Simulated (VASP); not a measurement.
# O (P6_3/mmc) in VASP: a series of runs

The runs below take O through single point, with PBEsol.

Everything below comes from runs of VASP 6.6.1. Logs are shortened: lines on timing, memory, paths and dates and some standing lists are left out, and cuts for length are marked.

### Step 1. The cell of the first run

Symmetry: P6_3/mmc, No. 194, hexagonal system. The conventional cell has a = 2.561 Å, b = 2.561 Å, c = 6.707 Å, α = 90.00°, β = 90.00°, γ = 120.00°. Within 1.6 Å of O (site symmetry 3m) lie 1 O at 1.19 Å.

### Step 2. Single point, PBEsol (zz strain of +2 %)

File INCAR:

```
PREC = Accurate
ENCUT = 520
EDIFF = 1E-6
ISMEAR = -1
SIGMA = 0.03
LREAL = False
LASPH = True
NELM = 100
ALGO = Normal
ISIF = 2
LWAVE = False
LCHARG = False
GGA = PS
NBANDS = 20
```

File KPOINTS:

```
regular mesh
0
Gamma
  13 13 5
```

File POSCAR:

```
O
1.0
    2.5609995414      0.0000000000      0.0000000000
   -1.2804997707      2.2178906619      0.0000000000
    0.0000000000      0.0000000000      6.7065000000
O
4
Direct
    0.3333333333      0.6666666667      0.1610000000
    0.6666666667      0.3333333333      0.6610000000
    0.3333333333      0.6666666667      0.3390000000
    0.6666666667      0.3333333333      0.8390000000
```

Potentials or basis: VASP PAW PBE potentials, release 64 (O).

Started as:

```sh
> cat potpaw_PBE.64/O/POTCAR > POTCAR
> mpirun -np 1 vasp_std > vasp.out
```

OUTCAR:

```text
PREC = Accurate
   ENCUT = 520
   EDIFF = 1E-6
   ISMEAR = -1
   LREAL = False
   LASPH = True
   NELM = 100
   ISIF = 2
   GGA = PS

 ion  position               nearest neighbor table
   1  0.333  0.667  0.161-   3 1.19
   2  0.667  0.333  0.661-   4 1.19
   3  0.333  0.667  0.339-   1 1.19
   4  0.667  0.333  0.839-   2 1.19

  LATTYP: Found a hexagonal cell.
 ALAT       =     2.5609995414
 C/A-ratio  =     2.6187041003

  Lattice vectors:

 A1 = (   2.5609995414,   0.0000000000,   0.0000000000)
 A2 = (  -1.2804997707,   2.2178906619,   0.0000000000)
 A3 = (   0.0000000000,   0.0000000000,   6.7065000000)

Analysis of symmetry for initial positions (statically):
=====================================================================
 Subroutine PRICEL returns:
 Original cell was already a primitive cell.

 Routine SETGRP: Setting up the symmetry group for a
 hexagonal supercell.

 Subroutine GETGRP returns: Found 24 space group operations
 (whereof 12 operations were pure point group operations)
 out of a pool of 24 trial point group operations.

The static configuration has the point symmetry D_3d.
 The point group associated with its full space group is D_6h.

Analysis of symmetry for dynamics (positions and initial velocities):
=====================================================================
 Subroutine PRICEL returns:
 Original cell was already a primitive cell.

 Routine SETGRP: Setting up the symmetry group for a
 hexagonal supercell.

 Subroutine GETGRP returns: Found 24 space group operations
 (whereof 12 operations were pure point group operations)
 out of a pool of 24 trial point group operations.

The dynamic configuration has the point symmetry D_3d.
 The point group associated with its full space group is D_6h.

 Subroutine INISYM returns: Found 24 space group operations
 (whereof 12 operations are pure point group operations),
 and found     1 'primitive' translations

----------------------------------------------------------------------------------------

                                     Primitive cell

  volume of cell :      38.0930

  direct lattice vectors                    reciprocal lattice vectors
     2.560999541  0.000000000  0.000000000     0.390472542  0.225439427  0.000000000
    -1.280499771  2.217890662  0.000000000     0.000000000  0.450878854  0.000000000
     0.000000000  0.000000000  6.706500000     0.000000000  0.000000000  0.149109073

  length of vectors
     2.560999541  2.560999541  6.706500000     0.450878854  0.450878854  0.149109073

  position of ions in fractional coordinates (direct lattice)
     0.333333333  0.666666667  0.161000000
     0.666666667  0.333333333  0.661000000
     0.333333333  0.666666667  0.339000000
     0.666666667  0.333333333  0.839000000

  ion indices of the primitive-cell ions
   primitive index   ion index
                 1           1
                 2           2
                 3           3
                 4           4

----------------------------------------------------------------------------------------

 KPOINTS: regular mesh

Automatic generation of k-mesh.
 Grid dimensions read from file:
 generate k-points for:   13   13    5

 Generating k-lattice:

  Cartesian coordinates                     Fractional coordinates (reciprocal lattice)
     0.030036349  0.017341494  0.000000000     0.076923077  0.000000000  0.000000000
     0.000000000  0.034682989  0.000000000     0.000000000  0.076923077  0.000000000
     0.000000000  0.000000000  0.029821815     0.000000000  0.000000000  0.200000000

  Length of vectors
     0.034682989  0.034682989  0.029821815

  Shift w.r.t. Gamma in fractional coordinates (k-lattice)
     0.000000000  0.000000000  0.000000000

 Subroutine IBZKPT returns following result:
 ===========================================

 Found     63 irreducible k-points:

 Following reciprocal coordinates:
            Coordinates               Weight
  0.000000  0.000000  0.000000      1.000000
  0.076923  0.000000  0.000000      6.000000
  0.153846  0.000000  0.000000      6.000000
  0.230769 -0.000000  0.000000      6.000000
  0.307692  0.000000  0.000000      6.000000
  0.384615 -0.000000  0.000000      6.000000
[... 16 lines left out ...]
  0.076923  0.000000  0.200000     12.000000
  0.153846  0.000000  0.200000     12.000000
 [... further k-points ...]
   k-points           NKPTS =     63   k-points in BZ     NKDIM =     63   number of bands    NBANDS=     20
   number of dos      NEDOS =    301   number of ions     NIONS =      4
   total plane-waves  NPLWV =  20000
   dimension x,y,z NGX =    20 NGY =   20 NGZ =   50
   dimension x,y,z NGXF=    40 NGYF=   40 NGZF=  100
   ions per type =               4
   NGX,Y,Z   is equivalent  to a cutoff of  12.98, 12.98, 12.39 a.u.
   NGXF,Y,Z  is equivalent  to a cutoff of  25.97, 25.97, 24.79 a.u.
 SYSTEM =  unknown system
   PREC   = accura    normal or accurate (medium, high low for compatibility)
   ISTART =      0    job   : 0-new  1-cont  2-samecut
   ICHARG =      2    charge: 1-file 2-atom 10-const
   ISPIN  =      1    spin polarized calculation?
   LNONCOLLINEAR =      F non collinear calculations
   LSORBIT =      F    spin-orbit coupling
   LASPH  =      T    aspherical Exc in radial PAW
   ENCUT  =  520.0 eV  38.22 Ry    6.18 a.u.   4.76  4.76 12.47*2*pi/ulx,y,z
   NELM   =    100;   NELMIN=  2; NELMDL= -5     # of ELM steps
   EDIFF  = 0.1E-05   stopping-criterion for ELM
   LREAL  =      F    real-space projection
   EDIFFG = 0.1E-04   stopping-criterion for IOM
   NSW    =      0    number of steps for IOM
   IBRION =     -1    ionic relax: 0-MD 1-quasi-New 2-CG
   NFREE  =      0    steps in history (QN), initial steepest desc. (CG)
   ISIF   =      2    stress and relaxation
   ISYM   =      2    0-nonsym 1-usesym 2-fastsym
   POTIM  = 0.5000    time-step for ionic-motion
   TEBEG  =    0.0;   TEEND  =   0.0 temperature during run
   PSTRESS=    0.0 pullay stress
   NELECT =      24.0000    total number of electrons
   NUPDOWN=      -1.0000    fix difference up-down
   EMIN   =  10.00;   EMAX   =-10.00  energy-range for DOS
   EFERMI =   0.00;   METHOD = LEGACY
   ISMEAR =    -1;   SIGMA  =   0.03  broadening in eV -4-tet -1-fermi 0-gaus
   EFERMI_NEDOS =   21; number of points for ismear=-14 and -15
   IALGO  =     38    algorithm
   IMIX   =      4    mixing-type and parameters
     AMIX     =   0.40;   BMIX     =  1.00
     AMIX_MAG =   1.60;   BMIX_MAG =  1.00
  volume/ion in A,a.u.               =       9.52        64.27
  Fermi-wavevector in a.u.,A,eV,Ry     =   1.403449  2.652135 26.798986  1.969670
  Thomas-Fermi vector in A             =   2.526110
   LORBIT       =      0    0 simple, 1 ext, 2 COOP (PROOUT), +10 PAW based schemes
   GGA     = PS    functional components
   LHFCALC =     F    Hartree Fock is set to
   AEXX    =    0.0000 exact exchange contribution
   IVDW    =     0    specifies the selected vdW correction
   LEPSILON=     F    determine dielectric tensor
   LRPA    =     F    only Hartree local field effects (RPA)
 non-spin polarized calculation
  energy-cutoff  :      520.00
  volume of cell :       38.09
 maximum number of plane-waves:      1045
 NGX is ok and might be reduce to    20
   NGX =  9   NGY =  9   NGZ = 25

 number of electron      23.9999993 magnetization

 Free energy of the ion-electron system (eV)
  ---------------------------------------------------
  ext. energy  EPLUGINS =         0.00000000
  ---------------------------------------------------
  free energy    TOTEN  =       -20.15125988 eV

  energy without entropy =      -20.14262797  energy(sigma->0) =      -20.14694392

 E-fermi :   1.9753     XC(G=0): -10.7555

 val. band max:        1.9678544956   @ k =   0.3077   0.1538   0.0000
 cond. band min:       1.9784459008   @ k =   0.3077   0.2308   0.2000
 fundamental gap:      0.0105914052
 Fermi energy:         1.9753136756

 k-point     1 :       0.0000    0.0000    0.0000
  band No.  band energies     occupation
      1     -26.3026      2.00000
      2     -26.1663      2.00000
      3     -13.8964      2.00000
      4     -12.1643      2.00000
      5      -7.8597      2.00000
      6      -5.0024      2.00000
[... 12 lines left out ...]
     19      16.9998      0.00000
     20      17.5442      0.00000

 k-point     2 :       0.0769    0.0000    0.0000
  band No.  band energies     occupation
      1     -26.2576      2.00000
      2     -26.1246      2.00000
      3     -13.8169      2.00000
      4     -12.1183      2.00000
      5      -7.8245      2.00000
      6      -5.0472      2.00000
[... 12 lines left out ...]
     19      17.1052      0.00000
     20      17.5802      0.00000

 k-point     3 :       0.1538    0.0000    0.0000
  band No.  band energies     occupation
      1     -26.1308      2.00000
      2     -26.0081      2.00000
      3     -13.5874      2.00000
      4     -11.9912      2.00000
      5      -7.7346      2.00000
      6      -5.2683      2.00000
[... 12 lines left out ...]
     19      17.3813      0.00000
     20      17.7077      0.00000

 k-point     4 :       0.2308   -0.0000    0.0000
  band No.  band energies     occupation
      1     -25.9451      2.00000
      2     -25.8394      2.00000
      3     -13.2347      2.00000
      4     -11.8138      2.00000
      5      -7.6412      2.00000
      6      -5.8327      2.00000
[... 429 lines left out ...]
 k-point    23 :       0.0769    0.0000    0.2000
  band No.  band energies     occupation
      1     -26.2454      2.00000
      2     -26.1377      2.00000
      3     -13.6946      2.00000
      4     -12.3488      2.00000
      5      -7.5041      2.00000
      6      -5.2857      2.00000
[... 12 lines left out ...]
     19      17.0406      0.00000
     20      17.2566      0.00000

 k-point    24 :       0.1538    0.0000    0.2000
  band No.  band energies     occupation
      1     -26.1192      2.00000
      2     -26.0202      2.00000
      3     -13.4714      2.00000
      4     -12.2044      2.00000
      5      -7.4392      2.00000
      6      -5.4482      2.00000
[... 12 lines left out ...]
     19      17.3076      0.00000
     20      17.4593      0.00000

 [... further k-points ...]

------------------------ aborting loop because EDIFF is reached ----------------------------------------

  FORCE on cell =-STRESS in cart. coord.  units (eV):
  Direction    XX          YY          ZZ          XY          YZ          ZX
  --------------------------------------------------------------------------------------
  -------------------------------------------------------------------------------------
  Total       -1.3572428     -1.3572428      8.5134923      0.0000000     -0.0000000      0.0000000
  in kB      -57.0850758    -57.0850758    358.0739849      0.0000000     -0.0000000      0.0000000
  external PRESSURE =      81.3012777 kB  Pullay stress =       0.0000000 kB

 VOLUME and BASIS-vectors are now :
 -----------------------------------------------------------------------------
  energy-cutoff  :      520.00
  volume of cell :       38.09
      direct lattice vectors                 reciprocal lattice vectors
     2.560999541  0.000000000  0.000000000     0.390472542  0.225439427  0.000000000
    -1.280499771  2.217890662  0.000000000     0.000000000  0.450878854  0.000000000
     0.000000000  0.000000000  6.706500000     0.000000000  0.000000000  0.149109073

 POSITION                                       TOTAL-FORCE (eV/Angst)
 -----------------------------------------------------------------------------------
     -0.00000      1.47859      1.07975        -0.000000     -0.000000     -2.281265
      1.28050      0.73930      4.43300         0.000000      0.000000     -2.281265
     -0.00000      1.47859      2.27350        -0.000000     -0.000000      2.281265
      1.28050      0.73930      5.62675        -0.000000      0.000000      2.281265
 -----------------------------------------------------------------------------------
    total drift:                               -0.000000      0.000000      0.000000

  FREE ENERGIE OF THE ION-ELECTRON SYSTEM (eV)
  ---------------------------------------------------
  free  energy   TOTEN  =       -20.1512598811 eV

  energy  without entropy=      -20.1426279686  energy(sigma->0) =      -20.14694392
```

Run time: 18 s. Hardware: 1 thread of Intel Xeon Platinum 8559C (Emerald Rapids), shared host; peak memory 0.16 GiB.

What came out:

* Free energy: -20.1513 eV
* Pressure: 8.1 GPa
* Largest force: 2.281 eV/Å
* Band gap on the k mesh: zero (band 12 reaches 3.11 eV, above the bottom of band 13 at 1.13 eV)

Forces in eV/Å, atoms in the order of the input:
```
O    0.000  0.000 -2.281
O    0.000  0.000 -2.281
O    0.000  0.000  2.281
O    0.000  0.000  2.281
```

Levels at points of the mesh, in eV from the Fermi level:
```
           k point  band 8  band 9  band 10  band 11  band 12  band 13  band 14  band 15  band 16  band 17
(0.00, 0.00, 0.00)   -5.81   -5.70    -5.70     1.05     1.05     1.30     1.30     7.76    10.11    10.25
```

Caveat: the cell differs from its parent crystal (zz strain of +2 %); the standard files for N, O and F lose accuracy on very short bonds; spin is off for a triplet molecule; the PAW data sets were made with another functional, which shifts forces and pressure a little.

(Part 1 of 2 ends here.)
